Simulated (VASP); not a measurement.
# Si (a cell with a defect) in VASP: notebook

Runs on Si (a cell with a defect). Level: LDA. Tasks: single point.

Program: VASP 6.6.1. These are calculated values, not measurements. Logs are shortened: lines on timing, memory, paths and dates and some standing lists are left out, and cuts for length are marked.

### 1 The cell of the first run

The cell holds a defect, 63 atoms: a = 10.860 Å, b = 10.860 Å, c = 10.860 Å, α = 90.00°, β = 90.00°, γ = 90.00°.

### 2 Single point, LDA, collinear spin

INCAR reads:

```
ALGO = Normal
EDIFF = 1E-7
ENCUT = 520
ISIF = 2
ISMEAR = 0
ISPIN = 2
LASPH = True
LCHARG = False
LORBIT = 11
LREAL = Auto
LWAVE = False
MAGMOM = 0 0 0 0 0 0 0 0 0 0 0 0 0 0 0 0 0 0 0 0 0 0 0 0 0 0 0 0.1 0 0 0 0 0 0 0 0 0 0 0 0 0 0 0 0 0 0 0 0 0 0 0 0 0 0 0 0 0 0 0 0 0 0 0
NBANDS = 167
NELECT = 251.0
NELM = 150
PREC = Accurate
SIGMA = 0.02
```

KPOINTS reads:

```
k-points
0
Gamma
  1 1 1
```

POSCAR reads:

```
Si
1.0
   10.8600000000      0.0000000000      0.0000000000
    0.0000000000     10.8600000000      0.0000000000
    0.0000000000      0.0000000000     10.8600000000
Si
63
Direct
    0.4997423573     -0.0014992634     -0.0000331492
    0.6240218232      0.1256305709      0.1230287293
    0.7511503683      0.2499745856      0.0000238490
    0.8752562615      0.3749788214      0.1258123389
    0.7492924494      0.0004256906      0.2486704420
    0.8760129834      0.1241001842      0.3759815838
    0.0000267035     -0.0013971455     -0.0002417127
    0.1250318600      0.1241061694      0.1247471455
    0.2490011050      0.2512200737      0.0013897790
    0.3772373849      0.3724690608      0.1252017495
    0.4985239411      0.5006527624      0.0013588398
    0.6255448435      0.6246645488      0.1247484346
    0.7510454880      0.7496784530     -0.0002261510
    0.8753522099      0.8743115101      0.1247953959
    0.2500446593     -0.0005232044      0.2498043278
    0.3754190608      0.1226326888      0.3751593923
    0.4992675875      0.2504431860      0.2530692449
    0.6271104972      0.3742517495      0.3751673112
    0.7502194291      0.4996493554      0.2497918969
    0.8752425414      0.6236350829      0.3744613260
    0.5001880295     -0.0018974217      0.4999455801
    0.6250089319      0.1246154696      0.6247736648
    0.7515391344      0.2494721915      0.5000033149
    0.8760256906      0.3734346225      0.6253893186
    0.7498777164     -0.0001515654      0.7495858195
    0.8753058932      0.1236186004      0.8751103131
    0.0000596685      0.4979491713     -0.0002170350
    0.1223548803      0.6273318600      0.1219252302
    0.2517047882      0.7496334254     -0.0001422652
    0.3747220994      0.8744585635      0.1258120626
    0.0016348987      0.2511327808      0.2487709024
    0.1253062615      0.3723179558      0.3771099448
    0.3772116943      0.6241876611      0.3769353591
    0.4985100368      0.7480284530      0.2487924494
    0.6256003683      0.8736817680      0.3759307551
    0.0002343462     -0.0015320442      0.4994406998
    0.1233162983      0.1255999079      0.6237337017
    0.2533040516      0.2504290055      0.4990541436
    0.3754443831      0.3742849908      0.6267966851
    0.4992903315      0.4963826888      0.4990006446
    0.6240484346      0.6263608656      0.6237149171
    0.7511618785      0.7494779006      0.4994482505
    0.8753302026      0.8743454880      0.6257978821
    0.2489314917      0.0004727440      0.7489683241
    0.3762333333      0.1241318600      0.8757938306
    0.5002158379      0.2494651934      0.7512833333
    0.6256077348      0.3734390424      0.8757424494
    0.7492339779      0.5008009208      0.7490081031
    0.8752974217      0.6246757827      0.8750341621
    0.0001760589      0.7495010129      0.2514541436
    0.1260728361      0.8744025783      0.3744298343
    0.0015956722      0.5006227440      0.4983077348
    0.1250411602      0.6246439227      0.6253071823
    0.2490553407      0.7480539595      0.4982776243
    0.3762520258      0.8736171271      0.6253554328
    0.0002527624      0.2498667587      0.7509019337
    0.1260183241      0.3749534991      0.8749357274
    0.2500738490      0.4996452118      0.7499846225
    0.3747193370      0.6236935543      0.8749925414
    0.4998006446      0.7494113260      0.7508952118
    0.6261069061      0.8743682320      0.8750265193
    0.0000575506      0.7496798343      0.7507818600
    0.1250715470      0.8744148250      0.8750055249
```

Potentials or basis: VASP PAW LDA potentials, release 64 (Si).

Started as:

```
$ cat potpaw_LDA.64/Si/POTCAR > POTCAR
$ mpirun -np 1 vasp_gam > vasp.out
```

OUTCAR:

```text
EDIFF = 1E-7
   ENCUT = 520
   ISIF = 2
   ISMEAR = 0
   ISPIN = 2
   LASPH = True
   LORBIT = 11
   LREAL = Auto
   NELECT = 251.0
   NELM = 150
   PREC = Accurate

 ion  position               nearest neighbor table
   1  0.500  0.999  1.000-  45 2.34   2 2.35  30 2.35  61 2.35
   2  0.624  0.126  0.123-   1 2.35   3 2.35   5 2.36  17 2.38
   3  0.751  0.250  0.000-  47 2.34   2 2.35   4 2.35  26 2.35
   4  0.875  0.375  0.126-  31 2.34  19 2.34  27 2.34   3 2.35
   5  0.749  0.000  0.249-  14 2.36   2 2.36  35 2.37   6 2.37
   6  0.876  0.124  0.376-  36 2.34  23 2.34   5 2.37  31 2.38
   7  0.000  0.999  1.000-  63 2.34  14 2.35  26 2.35   8 2.35
   8  0.125  0.124  0.125-   9 2.35  31 2.35  15 2.35   7 2.35
   9  0.249  0.251  0.001-  57 2.34  10 2.34   8 2.35  45 2.38
  10  0.377  0.372  0.125-  17 2.33   9 2.34  11 2.34
  11  0.499  0.501  0.001-  59 2.34  10 2.34  12 2.35  47 2.38
  12  0.626  0.625  0.125-  11 2.35  34 2.35  19 2.35  13 2.35
  13  0.751  0.750  1.000-  14 2.34  49 2.34  61 2.35  12 2.35
  14  0.875  0.874  0.125-  13 2.34   7 2.35   5 2.36  50 2.36
  15  0.250  0.999  0.250-  51 2.34  30 2.34  16 2.34   8 2.35
  16  0.375  0.123  0.375-  17 2.34  38 2.34  15 2.34  21 2.35
[... 45 lines left out ...]
  62  0.000  0.750  0.751-  63 2.34  49 2.35  43 2.35  53 2.35
  63  0.125  0.874  0.875-  62 2.34   7 2.34  44 2.36  29 2.36

  LATTYP: Found a simple cubic cell.
 ALAT       =    10.8600000000

  Lattice vectors:

 A1 = (  10.8600000000,   0.0000000000,   0.0000000000)
 A2 = (   0.0000000000,  10.8600000000,   0.0000000000)
 A3 = (   0.0000000000,   0.0000000000,  10.8600000000)

Analysis of symmetry for initial positions (statically):
=====================================================================
 Subroutine PRICEL returns:
 Original cell was already a primitive cell.

 Routine SETGRP: Setting up the symmetry group for a
 simple cubic supercell.

 Subroutine GETGRP returns: Found  1 space group operations
 (whereof  1 operations were pure point group operations)
 out of a pool of 48 trial point group operations.

The static configuration has the point symmetry C_1 .

Analysis of symmetry for dynamics (positions and initial velocities):
=====================================================================
 Subroutine PRICEL returns:
 Original cell was already a primitive cell.

 Routine SETGRP: Setting up the symmetry group for a
 simple cubic supercell.

 Subroutine GETGRP returns: Found  1 space group operations
 (whereof  1 operations were pure point group operations)
 out of a pool of 48 trial point group operations.

The dynamic configuration has the point symmetry C_1 .

Analysis of structural, dynamic, and magnetic symmetry:
=====================================================================
 Subroutine PRICEL returns:
 Original cell was already a primitive cell.

 Routine SETGRP: Setting up the symmetry group for a
 simple cubic supercell.

 Subroutine GETGRP returns: Found  1 space group operations
 (whereof  1 operations were pure point group operations)
 out of a pool of 48 trial point group operations.

The overall configuration has the point symmetry C_1 .

 Subroutine INISYM returns: Found  1 space group operations
 (whereof  1 operations are pure point group operations),
 and found     1 'primitive' translations

----------------------------------------------------------------------------------------

                                     Primitive cell

  volume of cell :    1280.8241

  direct lattice vectors                    reciprocal lattice vectors
    10.860000000  0.000000000  0.000000000     0.092081031  0.000000000  0.000000000
     0.000000000 10.860000000  0.000000000     0.000000000  0.092081031  0.000000000
     0.000000000  0.000000000 10.860000000     0.000000000  0.000000000  0.092081031

  length of vectors
    10.860000000 10.860000000 10.860000000     0.092081031  0.092081031  0.092081031

[... 175 lines left out ...]
   LASPH  =      T    aspherical Exc in radial PAW
[... 42 lines left out ...]
  ---------------------------------------------------
  free energy    TOTEN  =      -371.46959483 eV

  energy without entropy =     -371.46481169  energy(sigma->0) =     -371.46720326

 E-fermi :   6.1822     XC(G=0):  -9.5207

 val. band max:        6.1628233089   @ k =   0.0000   0.0000   0.0000
 cond. band min:       6.2063004522   @ k =   0.0000   0.0000   0.0000
 fundamental gap:      0.0434771433
 Fermi energy:         6.1822104609

 spin component 1

 k-point     1 :       0.0000    0.0000    0.0000
  band No.  band energies     occupation
      1      -6.2853      1.00000
      2      -5.2379      1.00000
      3      -5.2377      1.00000
      4      -5.2357      1.00000
      5      -5.2318      1.00000
      6      -5.2314      1.00000
[... 129 lines left out ...]
    136       6.7042      0.00000
    137       6.7429      0.00000
 Fermi energy:         6.1822104609

 spin component 2

 k-point     1 :       0.0000    0.0000    0.0000
  band No.  band energies     occupation
      1      -6.2743      1.00000
      2      -5.2284      1.00000
      3      -5.2281      1.00000
      4      -5.2221      1.00000
      5      -5.2218      1.00000
      6      -5.2198      1.00000
[... 129 lines left out ...]
    136       6.7160      0.00000
    137       6.7584      0.00000
 [bands above 137 left out]

------------------------ aborting loop because EDIFF is reached ----------------------------------------

  FORCE on cell =-STRESS in cart. coord.  units (eV):
  Direction    XX          YY          ZZ          XY          YZ          ZX
  --------------------------------------------------------------------------------------
  -------------------------------------------------------------------------------------
  Total      -18.6378499    -18.6318024    -18.6010901     -1.7609251     -1.8695025      1.8580719
  in kB      -23.3140066    -23.3064419    -23.2680240     -2.2027337     -2.3385527      2.3242542
  external PRESSURE =     -23.2961575 kB  Pullay stress =       0.0000000 kB

 VOLUME and BASIS-vectors are now :
 -----------------------------------------------------------------------------
  energy-cutoff  :      520.00
  volume of cell :     1280.82
      direct lattice vectors                 reciprocal lattice vectors
    10.860000000  0.000000000  0.000000000     0.092081031  0.000000000  0.000000000
     0.000000000 10.860000000  0.000000000     0.000000000  0.092081031  0.000000000
     0.000000000  0.000000000 10.860000000     0.000000000  0.000000000  0.092081031

 POSITION                                       TOTAL-FORCE (eV/Angst)
 -----------------------------------------------------------------------------------
      5.42720     10.84372     10.85964        -0.001082      0.000907     -0.000039
      6.77688      1.36435      1.33609        -0.003530      0.004489      0.000666
      8.15749      2.71472      0.00026         0.002366     -0.000331     -0.000867
      9.50528      4.07227      1.36632        -0.002084     -0.000927     -0.002204
      8.13732      0.00462      2.70056        -0.000220      0.000419      0.004279
      9.51350      1.34773      4.08316        -0.000611     -0.001382      0.000046
[... 55 lines left out ...]
      0.00062      8.14152      8.15349        -0.000467     -0.003504      0.002654
      1.35828      9.49614      9.50256        -0.007060      0.001061      0.002191
 -----------------------------------------------------------------------------------
    total drift:                                0.006405     -0.011377     -0.006594

  FREE ENERGIE OF THE ION-ELECTRON SYSTEM (eV)
  ---------------------------------------------------
  free  energy   TOTEN  =      -371.4695948288 eV

  energy  without entropy=     -371.4648116939  energy(sigma->0) =     -371.46720326

 total charge

# of ion       s       p       d       tot
------------------------------------------
    1        0.744   0.962   0.000   1.707
    2        0.753   0.944   0.000   1.697
    3        0.744   0.962   0.000   1.707
    4        0.745   0.965   0.000   1.711
    5        0.757   0.938   0.000   1.695
    6        0.752   0.943   0.000   1.695
[... 55 lines left out ...]
   62        0.744   0.963   0.000   1.707
   63        0.750   0.949   0.000   1.699
--------------------------------------------------
tot         47.282  59.829   0.000 107.111

 magnetization (x)

# of ion       s       p       d       tot
------------------------------------------
    1       -0.000   0.001   0.000   0.001
    2        0.002   0.004   0.000   0.006
    3       -0.000   0.001   0.000   0.001
    4        0.000   0.000   0.000   0.001
    5       -0.000   0.002   0.000   0.002
    6        0.001   0.000   0.000   0.001
[... 55 lines left out ...]
   62       -0.000   0.002   0.000   0.002
   63        0.000   0.006   0.000   0.006
--------------------------------------------------
tot          0.075   0.226   0.000   0.302
```

Run time: 16 min. Hardware: 1 thread of Intel Xeon Platinum 8259CL at 2.50GHz (Skylake/Cascade Lake), shared host; peak memory 0.89 GiB.

What came out:

- Free energy: -371.4696 eV
- Largest force: 0.012 eV/Å
- Net moment: 1.00 μB per cell
- Site moments: Si +0.00, +0.01, -0.00, +0.10, +0.02 (each value once) μB
- Valence electrons inside the program's atomic spheres: Si 1.71, 1.70, 1.65, 1.66 (each value once)

Forces on the atoms (eV/Å):
```
Si  -0.001  0.001  0.000
Si  -0.004  0.004  0.001
Si   0.002  0.000 -0.001
Si  -0.002 -0.001 -0.002
Si   0.000  0.000  0.004
Si  -0.001 -0.001  0.000
Si   0.000  0.002  0.001
Si  -0.001 -0.001  0.000
Si   0.001 -0.004  0.000
Si  -0.004  0.005  0.000
Si   0.002  0.000 -0.002
Si   0.000  0.002  0.002
Si   0.000 -0.001  0.000
Si   0.000  0.003 -0.003
Si   0.002 -0.003 -0.003
Si   0.000  0.000  0.003
Si   0.001 -0.002  0.001
Si  -0.002  0.001  0.002
Si   0.002 -0.004 -0.002
Si   0.000 -0.001  0.001
Si   0.000  0.005  0.000
Si  -0.001  0.005  0.000
Si  -0.002 -0.001 -0.001
Si  -0.002 -0.001  0.000
Si  -0.001 -0.003 -0.003
Si   0.000 -0.002 -0.001
Si   0.005 -0.001  0.004
Si  -0.003 -0.002  0.006
Si   0.005 -0.002  0.000
Si  -0.001 -0.001  0.001
Si  -0.003 -0.002 -0.002
Si   0.003  0.008 -0.006
Si  -0.006  0.000 -0.003
Si   0.003  0.003 -0.001
Si  -0.001 -0.002 -0.001
Si   0.000  0.003  0.000
Si  -0.005  0.004 -0.004
Si   0.007 -0.004 -0.002
Si   0.000 -0.001  0.004
Si   0.001 -0.007 -0.001
Si  -0.003  0.002 -0.001
Si   0.001 -0.002  0.001
Si   0.001  0.000  0.001
Si   0.011 -0.001  0.003
Si  -0.003  0.000 -0.002
Si  -0.001  0.001 -0.001
Si  -0.001  0.002  0.002
Si   0.003 -0.006 -0.001
Si  -0.002  0.009  0.001
Si   0.003 -0.004  0.001
Si   0.001  0.000  0.000
Si  -0.002  0.004  0.003
Si  -0.001  0.004 -0.004
Si   0.001 -0.002  0.000
Si  -0.002  0.001  0.000
Si   0.002  0.002  0.002
Si   0.002  0.000  0.000
Si   0.002 -0.005 -0.002
Si   0.002 -0.003  0.000
Si  -0.002  0.002  0.002
Si   0.001 -0.001  0.001
Si   0.000 -0.004  0.003
Si  -0.007  0.001  0.002
```

Caveat: the k points lie up to 0.58 Å⁻¹ apart; the cell carries a net charge on a neutralising background, which shifts energy and pressure; the cell is charged against a uniform background, so pressure and absolute levels hang on convention.

(Continued in part 2 of 2.)
